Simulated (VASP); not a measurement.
# NaLi5 in VASP: notebook

The runs below take NaLi5 through single point, with PBE.

Program: VASP 6.6.1. These are calculated values, not measurements. Logs are shortened: lines on timing, memory, paths and dates and some standing lists are left out, and cuts for length are marked.

## 1. The cell of the first run

Symmetry: Cm, No. 8, monoclinic system. Conventional cell: a = 5.310 Å, b = 10.160 Å, c = 5.107 Å, α = 90.00°, β = 90.46°, γ = 90.00°. Na (site symmetry m) has 14 Li at 3.16 to 4.11 Å within 4.2 Å. Within 4.0 Å of Li (site symmetry 1) lie 9 Li at 3.05 to 3.46 Å and 3 Na at 3.16 to 3.35 Å. Within 4.0 Å of Li (site symmetry 1) lie 10 Li at 3.02 to 3.63 Å and 2 Na at 3.20 Å. Li (site symmetry m) has 10 Li at 3.12 to 3.31 Å and 4 Na at 3.30 to 4.11 Å within 4.2 Å.

## 2. Single point, PBE

Contents of INCAR:

```
PREC = Accurate ; ENCUT = 520
EDIFF = 1E-7 ; ISMEAR = 0
SIGMA = 0.1 ; LREAL = F
LASPH = T ; NELM = 100
ALGO = Normal ; ISIF = 2
LWAVE = F ; LCHARG = T
GGA = PE ; LELF = T
LVHAR = T ; NBANDS = 20
```

Contents of KPOINTS:

```
Automatic mesh
0
Gamma
  4 4 4
```

Contents of POSCAR:

```
NaLi5
1.0
    2.6547682083     -5.0799975622      0.0000000000
    2.6547682083      5.0799975622      0.0000000000
   -0.0408774428      0.0000000000      5.1067286095
Na Li
1 5
Direct
    0.9739576910      0.9739576910      0.0000092175
    0.6466808331      0.3064951154      0.9993717073
    0.3064951154      0.6466808331      0.9993717073
    0.6713904198      0.0288343297      0.4994114777
    0.0288343297      0.6713904198      0.4994114777
    0.3710480379      0.3710480379      0.5011637379
```

Potentials or basis: VASP PAW PBE potentials, release 64 (Na_pv, Li_sv).

The run is started by

```bash
$ cat potpaw_PBE.64/Na_pv/POTCAR potpaw_PBE.64/Li_sv/POTCAR > POTCAR
$ mpirun -np 1 vasp_std > vasp.out
```

OUTCAR:

```text
PREC = Accurate
   ENCUT = 520
   EDIFF = 1E-7
   ISMEAR = 0
   LREAL = F
   LASPH = T
   NELM = 100
   ISIF = 2
   GGA = PE

 ion  position               nearest neighbor table
   1  0.974  0.974  0.000-
   2  0.647  0.306  0.999-
   3  0.306  0.647  0.999-
   4  0.671  0.029  0.499-
   5  0.029  0.671  0.499-
   6  0.371  0.371  0.501-

  LATTYP: Found a base centered monoclinic cell.
 ALAT       =     5.3095364166
 B/A-ratio  =     1.9135371391
 C/A-ratio  =     0.9618339174
 COS(beta)  =    -0.0080043676

  Lattice vectors:

 A1 = (   2.6547682083,  -5.0799975622,   0.0000000000)
 A2 = (   2.6547682083,   5.0799975622,   0.0000000000)
 A3 = (  -0.0408774428,   0.0000000000,   5.1067286095)

Analysis of symmetry for initial positions (statically):
=====================================================================
 Subroutine PRICEL returns:
 Original cell was already a primitive cell.

 Routine SETGRP: Setting up the symmetry group for a
 base centered monoclinic supercell.

 Subroutine GETGRP returns: Found  2 space group operations
 (whereof  2 operations were pure point group operations)
 out of a pool of  4 trial point group operations.

The static configuration has the point symmetry C_1h.

Analysis of symmetry for dynamics (positions and initial velocities):
=====================================================================
 Subroutine PRICEL returns:
 Original cell was already a primitive cell.

 Routine SETGRP: Setting up the symmetry group for a
 base centered monoclinic supercell.

 Subroutine GETGRP returns: Found  2 space group operations
 (whereof  2 operations were pure point group operations)
 out of a pool of  4 trial point group operations.

The dynamic configuration has the point symmetry C_1h.

 Subroutine INISYM returns: Found  2 space group operations
 (whereof  2 operations are pure point group operations),
 and found     1 'primitive' translations

----------------------------------------------------------------------------------------

                                     Primitive cell

  volume of cell :     137.7409

  direct lattice vectors                    reciprocal lattice vectors
     2.654768208 -5.079997562  0.000000000     0.188340360 -0.098425244  0.001507594
     2.654768208  5.079997562  0.000000000     0.188340360  0.098425244  0.001507594
    -0.040877443  0.000000000  5.106728610     0.000000000  0.000000000  0.195820079

  length of vectors
     5.731855674  5.731855674  5.106892211     0.212513277  0.212513277  0.195820079

  position of ions in fractional coordinates (direct lattice)
     0.973957691  0.973957691  0.000009218
     0.646680833  0.306495115  0.999371707
     0.306495115  0.646680833  0.999371707
     0.671390420  0.028834330  0.499411478
     0.028834330  0.671390420  0.499411478
     0.371048038  0.371048038  0.501163738

  ion indices of the primitive-cell ions
   primitive index   ion index
                 1           1
                 2           2
                 3           3
                 4           4
                 5           5
                 6           6

----------------------------------------------------------------------------------------

 KPOINTS: Automatic mesh

Automatic generation of k-mesh.
 Grid dimensions read from file:
 generate k-points for:    4    4    4

 Generating k-lattice:

  Cartesian coordinates                     Fractional coordinates (reciprocal lattice)
     0.047085090 -0.024606311  0.000376898     0.250000000 -0.000000000  0.000000000
     0.047085090  0.024606311  0.000376898    -0.000000000  0.250000000  0.000000000
     0.000000000  0.000000000  0.048955020     0.000000000  0.000000000  0.250000000

  Length of vectors
     0.053128319  0.053128319  0.048955020

  Shift w.r.t. Gamma in fractional coordinates (k-lattice)
     0.000000000  0.000000000  0.000000000

 Subroutine IBZKPT returns following result:
 ===========================================

 Found     24 irreducible k-points:

 Following reciprocal coordinates:
            Coordinates               Weight
  0.000000  0.000000  0.000000      1.000000
  0.250000 -0.000000 -0.000000      4.000000
  0.500000 -0.000000 -0.000000      2.000000
  0.250000  0.250000 -0.000000      2.000000
  0.500000  0.250000 -0.000000      4.000000
 -0.250000  0.250000  0.000000      2.000000
[... 16 lines left out ...]
 -0.250000  0.250000  0.500000      2.000000
  0.500000  0.500000  0.500000      1.000000
   k-points           NKPTS =     24   k-points in BZ     NKDIM =     24   number of bands    NBANDS=     20
   number of dos      NEDOS =    301   number of ions     NIONS =      6
   total plane-waves  NPLWV =  92160
   dimension x,y,z NGX =    48 NGY =   48 NGZ =   40
   dimension x,y,z NGXF=    96 NGYF=   96 NGZF=   80
   ions per type =               1   5
   NGX,Y,Z   is equivalent  to a cutoff of  13.92, 13.92, 13.02 a.u.
[... 32 lines left out ...]
  volume/ion in A,a.u.               =      22.96       154.92
  Fermi-wavevector in a.u.,A,eV,Ry     =   0.888235  1.678522 10.734482  0.788962
  Thomas-Fermi vector in A             =   2.009639
   LORBIT       =      0    0 simple, 1 ext, 2 COOP (PROOUT), +10 PAW based schemes
   GGA     = PE    functional components
   LHFCALC =     F    Hartree Fock is set to
   AEXX    =    0.0000 exact exchange contribution
   IVDW    =     0    specifies the selected vdW correction
   LEPSILON=     F    determine dielectric tensor
   LRPA    =     F    only Hartree local field effects (RPA)
 non-spin polarized calculation
 Gauss-broadening in eV      SIGMA  =   0.10
  energy-cutoff  :      520.00
  volume of cell :      137.74
 maximum number of plane-waves:      3729
 NGX is ok and might be reduce to    48

 number of electron      22.0000010 magnetization

 Free energy of the ion-electron system (eV)
  ---------------------------------------------------
  ext. energy  EPLUGINS =         0.00000000
  ---------------------------------------------------
  free energy    TOTEN  =       -10.64506538 eV

  energy without entropy =      -10.62923176  energy(sigma->0) =      -10.63714857

 E-fermi :   0.6097     XC(G=0):  -6.9403

 val. band max:        0.5398433668   @ k =   0.5000   0.2500   0.2500
 cond. band min:       0.6380577520   @ k =   0.5000  -0.0000   0.2500
 fundamental gap:      0.0982143852
 Fermi energy:         0.6096633746

 k-point     1 :       0.0000    0.0000    0.0000
  band No.  band energies     occupation
      1     -46.2091      2.00000
      2     -46.2027      2.00000
      3     -46.1770      2.00000
      4     -46.1678      2.00000
      5     -46.1624      2.00000
      6     -23.7596      2.00000
[... 12 lines left out ...]
     19       6.1857      0.00000
     20       6.3513      0.00000

 k-point     2 :       0.2500   -0.0000   -0.0000
  band No.  band energies     occupation
      1     -46.2082      2.00000
      2     -46.2036      2.00000
      3     -46.1765      2.00000
      4     -46.1674      2.00000
      5     -46.1633      2.00000
      6     -23.7597      2.00000
[... 12 lines left out ...]
     19       5.4896      0.00000
     20       6.2914      0.00000

 k-point     3 :       0.5000   -0.0000   -0.0000
  band No.  band energies     occupation
      1     -46.2064      2.00000
      2     -46.2054      2.00000
      3     -46.1760      2.00000
      4     -46.1658      2.00000
      5     -46.1655      2.00000
      6     -23.7599      2.00000
[... 12 lines left out ...]
     19       6.1073      0.00000
     20       6.3771      0.00000

 k-point     4 :       0.2500    0.2500   -0.0000
  band No.  band energies     occupation
      1     -46.2064      2.00000
      2     -46.2054      2.00000
      3     -46.1760      2.00000
      4     -46.1658      2.00000
      5     -46.1655      2.00000
      6     -23.7599      2.00000
[... 429 lines left out ...]
 k-point    23 :      -0.2500    0.2500    0.5000
  band No.  band energies     occupation
      1     -46.2079      2.00000
      2     -46.2030      2.00000
      3     -46.1771      2.00000
      4     -46.1686      2.00000
      5     -46.1625      2.00000
      6     -23.7597      2.00000
[... 12 lines left out ...]
     19       6.4698      0.00000
     20       6.5732      0.00000

 k-point    24 :       0.5000    0.5000    0.5000
  band No.  band energies     occupation
      1     -46.2075      2.00000
      2     -46.2033      2.00000
      3     -46.1764      2.00000
      4     -46.1691      2.00000
      5     -46.1626      2.00000
      6     -23.7597      2.00000
[... 12 lines left out ...]
     19       7.3697      0.00000
     20       7.5712      0.00000

------------------------ aborting loop because EDIFF is reached ----------------------------------------

  FORCE on cell =-STRESS in cart. coord.  units (eV):
  Direction    XX          YY          ZZ          XY          YZ          ZX
  --------------------------------------------------------------------------------------
  -------------------------------------------------------------------------------------
  Total        0.0181985     -0.3621088      0.3041039      0.0000000      0.0000000     -0.0321895
  in kB        0.2116819     -4.2119843      3.5372822      0.0000000      0.0000000     -0.3744226
  external PRESSURE =      -0.1543401 kB  Pullay stress =       0.0000000 kB

 VOLUME and BASIS-vectors are now :
 -----------------------------------------------------------------------------
  energy-cutoff  :      520.00
  volume of cell :      137.74
      direct lattice vectors                 reciprocal lattice vectors
     2.654768208 -5.079997562  0.000000000     0.188340360 -0.098425244  0.001507594
     2.654768208  5.079997562  0.000000000     0.188340360  0.098425244  0.001507594
    -0.040877443  0.000000000  5.106728610     0.000000000  0.000000000  0.195820079

 POSITION                                       TOTAL-FORCE (eV/Angst)
 -----------------------------------------------------------------------------------
      5.17126      0.00000      0.00005         0.000461      0.000000     -0.001921
      2.48961     -1.72814      5.10352        -0.010854      0.001844      0.002404
      2.48961      1.72814      5.10352        -0.010854     -0.001844      0.002404
      1.83852     -3.26418      2.55036        -0.001215      0.007567      0.003015
      1.83852      3.26418      2.55036        -0.001215     -0.007567      0.003015
      1.94961      0.00000      2.55931         0.023676      0.000000     -0.008917
 -----------------------------------------------------------------------------------
    total drift:                                0.000211     -0.000000      0.000422

  FREE ENERGIE OF THE ION-ELECTRON SYSTEM (eV)
  ---------------------------------------------------
  free  energy   TOTEN  =       -10.6450653838 eV

  energy  without entropy=      -10.6292317608  energy(sigma->0) =      -10.63714857
```

It took 1.9 min on 1 thread of Intel Xeon 8259CL, shared host; peak memory 0.29 GiB.

Results:

```yaml
Free_energy: -10.6451 eV
Largest_force: 0.025 eV/Å
Band_gap_on_the_k_mesh: zero (bands 11 and 12 overlap by 2.65 eV)
```

Forces in eV/Å, atoms in the order of the input:
```
Na   0.000  0.000 -0.002
Li  -0.011  0.002  0.002
Li  -0.011 -0.002  0.002
Li  -0.001  0.008  0.003
Li  -0.001 -0.008  0.003
Li   0.024  0.000 -0.009
```

Levels at points of the mesh, in eV from the Fermi level:
| k point | band 8 | band 9 | band 10 | band 11 | band 12 | band 13 | band 14 | band 15 |
| --- | --- | --- | --- | --- | --- | --- | --- | --- |
| (0.00, 0.00, 0.00) | -24.36 | -3.57 | 0.21 | 1.01 | 1.02 | 1.33 | 1.90 | 2.41 |
| (0.50, 0.00, 0.00) | -24.36 | -2.26 | -2.14 | -0.19 | 0.45 | 1.57 | 2.07 | 2.94 |
| (0.50, 0.50, 0.00) | -24.36 | -2.43 | -2.34 | 0.09 | 1.28 | 1.57 | 1.96 | 2.84 |
| (0.00, 0.00, 0.50) | -24.36 | -2.48 | -2.33 | 1.53 | 1.62 | 2.00 | 2.17 | 2.38 |
| (0.50, 0.00, 0.50) | -24.36 | -1.14 | -1.10 | -0.98 | -0.94 | 0.43 | 0.59 | 2.71 |
| (0.50, 0.50, 0.50) | -24.36 | -1.32 | -1.30 | -1.21 | -1.12 | 1.01 | 1.28 | 3.15 |

Caveat: the cutoff is under 1.25 times the usual one of these potentials, so pressure, stress and relaxed cells hold a basis-set (Pulay) error.

## 3. Single point, PBE

This run uses another cell than the first one: it holds 12 atoms, not 6.

Contents of INCAR:

```
SYSTEM = NaLi5
PREC     = Accurate       ! precision mode
ENCUT    = 520            ! plane-wave cutoff, eV
EDIFF    = 1E-7           ! SCF threshold, eV
ISMEAR   = 0              ! smearing method
SIGMA    = 0.2            ! smearing width, eV
LREAL    = .False.        ! projectors in reciprocal space
LASPH    = .True.         ! aspherical terms in the spheres
NELM     = 100            ! most SCF steps
ALGO     = Fast           ! electronic algorithm
ISIF     = 2              ! what is computed and relaxed
LWAVE    = .False.        ! write WAVECAR
LCHARG   = .False.        ! write CHGCAR
GGA      = PE             ! functional
NBANDS   = 34             ! bands
```

Contents of KPOINTS:

```
Automatic mesh
0
Gamma
  4 4 2
  0 0 0
```

Contents of POSCAR:

```
NaLi5
1.0
   -0.0074498797      0.0130172379     -5.1068701870
    2.6562697240     -4.5972474540      0.0269064833
   -8.8044688251     -5.0701902951     -0.0000875046
Na Li
2 10
Direct
    0.0003912332      0.9746295335      0.9996109472
   -0.0003727982      0.4735067376      0.5001681638
   -0.0001946473      0.4769831701      0.8297387523
   -0.0010619380      0.9764136675      0.3298546410
    0.0000514196     -0.0236167465      0.6704465741
    0.0000377308      0.4784520154      0.1699359551
    0.4987343866      0.3500899397      0.6791194099
    0.5000885687      0.8503556989      0.1781036110
    0.4999819246      0.8500594458      0.8216125854
    0.5000166442      0.3508095732      0.3211967262
    0.5019799562      0.3713446623      0.0003346711
    0.5003475195     -0.1290276975      0.4998779629
```

Potentials or basis: VASP PAW PBE potentials, release 64 (Na_pv, Li_sv).

The run is started by

```bash
$ cat potpaw_PBE.64/Na_pv/POTCAR potpaw_PBE.64/Li_sv/POTCAR > POTCAR
$ mpirun -np 1 vasp_std > vasp.out
```

Wall time 38 min (1 thread of Intel Xeon 8259CL, shared host); peak memory 0.42 GiB.

Results (log left out):

```yaml
Free_energy: -21.3522 eV
Largest_force: 0.015 eV/Å
Band_gap_on_the_k_mesh: zero (bands 22 and 23 overlap by 1.95 eV)
```

Forces on the atoms (eV/Å):
```
Na   0.000 -0.010 -0.001
Na   0.003 -0.005  0.001
Li  -0.004  0.000 -0.002
Li   0.004 -0.001 -0.007
Li   0.003  0.002  0.002
Li  -0.008  0.008 -0.003
Li  -0.005  0.004 -0.009
Li  -0.010 -0.003  0.002
Li   0.004  0.008 -0.001
Li   0.002  0.009  0.002
Li   0.008 -0.004  0.012
Li   0.003 -0.008  0.004
```

Levels at points of the mesh, in eV from the Fermi level:
| k point | band 20 | band 21 | band 22 | band 23 | band 24 | band 25 |
| --- | --- | --- | --- | --- | --- | --- |
| (0.00, 0.00, 0.00) | 0.08 | 0.19 | 0.99 | 1.01 | 1.27 | 1.31 |
| (0.50, 0.00, 0.00) | -1.32 | -1.22 | -1.13 | 1.00 | 1.26 | 1.52 |
| (0.00, 0.50, 0.00) | -1.36 | -1.32 | -1.31 | 1.40 | 1.41 | 1.92 |
| (0.50, 0.50, 0.00) | -1.32 | -0.41 | -0.40 | -0.25 | -0.25 | -0.19 |
| (0.00, 0.00, 0.50) | -0.93 | 0.41 | 0.41 | 0.52 | 0.53 | 1.78 |
| (0.50, 0.00, 0.50) | -2.07 | 0.12 | 0.12 | 0.18 | 0.18 | 1.35 |
| (0.00, 0.50, 0.50) | -2.15 | -0.20 | -0.20 | 0.43 | 0.44 | 1.55 |
| (0.50, 0.50, 0.50) | -1.11 | -1.00 | -0.99 | -0.96 | -0.95 | 0.42 |

Caveat: the cutoff is under 1.25 times the usual one of these potentials, so pressure, stress and relaxed cells hold a basis-set (Pulay) error.

## 4. Single point, PBE

This run uses another cell than the first one, of 23.02 Å³/atom.

Contents of INCAR:

```
ALGO     = Fast           # electronic algorithm
EDIFF    = 1E-6           # SCF threshold, eV
ENCUT    = 520            # plane-wave cutoff, eV
GGA      = PE             # functional
ISIF     = 2              # what is computed and relaxed
ISMEAR   = 0              # smearing method
LASPH    = True           # aspherical terms in the spheres
LCHARG   = False          # write CHGCAR
LREAL    = False          # projectors in reciprocal space
LWAVE    = False          # write WAVECAR
NBANDS   = 20             # bands
NELM     = 60             # most SCF steps
PREC     = Accurate       # precision mode
SIGMA    = 0.1            # smearing width, eV
```

Contents of KPOINTS:

```
k-points
0
Gamma
  8 8 8
```

Contents of POSCAR:

```
NaLi5
1.0
    2.6596364073     -5.0476533287      0.0039267905
    2.6596364073      5.0476533287      0.0039267905
   -0.0333988036      0.0000000000      5.1448271998
Na Li
1 5
Direct
    0.9713961181      0.9713961181     -0.0002694153
    0.6417478478      0.3031031845      0.9998011195
    0.3031031845      0.6417478478      0.9998011195
    0.6740389224      0.0320249978      0.4997900896
    0.0320249978      0.6740389224      0.4997900896
    0.3760953562      0.3760953562      0.4998263224
```

The run is started by

```bash
$ cat potpaw_PBE.64/Na_pv/POTCAR potpaw_PBE.64/Li_sv/POTCAR > POTCAR
$ mpirun -np 1 vasp_std > vasp.out
```

It took 24 min on 1 thread of Intel Xeon 8259CL, shared host; peak memory 0.47 GiB.

It converged, with:

* Free energy: -10.6496 eV
* Largest force: 0.003 eV/Å
* Band gap on the k mesh: zero (bands 11 and 12 overlap by 2.67 eV)

Forces on the atoms (eV/Å):
```
Na   0.000  0.000  0.001
Li   0.002  0.001  0.000
Li   0.002 -0.001  0.000
Li   0.000 -0.002 -0.001
Li   0.000  0.002 -0.001
Li  -0.003  0.000  0.001
```

Levels at points of the mesh, in eV from the Fermi level:
```csv
k point,band 7,band 8,band 9,band 10,band 11,band 12,band 13,band 14,band 15,band 16
"(0.00, 0.00, 0.00)",-24.34,-24.33,-3.54,0.18,1.09,1.09,1.36,1.93,2.42,2.52
"(0.50, 0.00, 0.00)",-24.34,-24.33,-2.22,-2.11,-0.11,0.49,1.54,2.05,2.93,3.28
"(0.50, 0.50, 0.00)",-24.34,-24.34,-2.39,-2.29,0.09,1.28,1.64,1.94,2.81,3.15
"(0.00, 0.00, 0.50)",-24.34,-24.33,-2.47,-2.32,1.58,1.66,2.06,2.23,2.41,2.67
"(0.50, 0.00, 0.50)",-24.34,-24.33,-1.11,-1.09,-0.96,-0.93,0.48,0.63,2.77,2.85
"(0.50, 0.50, 0.50)",-24.34,-24.34,-1.29,-1.27,-1.18,-1.09,1.03,1.30,3.12,3.23
```

Caveat: the cutoff is under 1.25 times the usual one of these potentials, so pressure, stress and relaxed cells hold a basis-set (Pulay) error.

## 5. Summary

| cell | k mesh | smearing | gap on the mesh (eV) | largest force (eV/Å) |
| --- | --- | --- | --- | --- |
| a = 5.732, b = 5.732, c = 5.107 Å, angles 90.2, 90.2, 124.8°, 6 atoms, atomic positions A | 4 × 4 × 4 | gaussian 0.1 eV | none | 0.03 |
| a = 5.107, b = 5.310, c = 10.160 Å, angles 90.1, 90.0, 90.5°, 12 atoms, atomic positions B | 4 × 4 × 2 | gaussian 0.2 eV | none | 0.01 |
| a = 5.705, b = 5.705, c = 5.145 Å, angles 90.1, 90.1, 124.4°, 6 atoms, atomic positions C | 8 × 8 × 8 | gaussian 0.1 eV | none | - |

Alike in all rows: task single point; level PBE; potentials or basis VASP PAW PBE potentials, release 64 (Na_pv, Li_sv); no spin polarisation; cutoff (eV) 520.

Caveats: the cutoff is under 1.25 times the usual one of these potentials, so pressure, stress and relaxed cells hold a basis-set (Pulay) error.

Absolute energies hang on the potentials; compare differences alone.
